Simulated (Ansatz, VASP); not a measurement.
One calculation of AlN, two programs

```xyz
4
Lattice="3.1110 0.0000 0.0000 -1.5555 2.6942 0.0337 0.0000 0.0622 4.9780" Properties=species:S:1:pos:R:3 pbc="T T T"
Al    0.0000    1.7961    0.0225
Al    1.5555    0.9292    2.5002
N     0.0000    1.8201    1.9390
N     1.5555    0.9531    4.4168
```

Change from the starting cell: strain +0.0250 x Voigt [0, 0, 0, 1, 0, 0], atoms carried along.

Alike in both runs: task single point; functional PBE; k mesh 12 × 12 × 6; occupations gaussian, width 0.05 eV; no spin polarisation.

|  | VASP | Ansatz |
| --- | --- | --- |
| version | VASP 6.6.1 | Ansatz 0.2.0 |
| potentials or method | VASP PAW PBE potentials, release 64 (Al, N), cutoff 520 eV | scalar-relativistic, plane waves, PAW |
| valence electrons in the cell | 16 | 16 |

```tsv
	VASP	Ansatz	Ansatz less VASP
gap on the k mesh at the Fermi level (eV)	4.14	4.13	-0.010
least direct gap on the mesh (eV)	4.14	4.13	-0.010
pressure (GPa)	3.8	4.1	+0.25
traceless stress, the component that is largest in VASP (GPa)	-3.23	-3.21	+0.020
rms of the force components (eV/Å)	0.133	0.132	-0.0007
```

Atom by atom the forces differ by 0.001 eV/Å (rms over components).
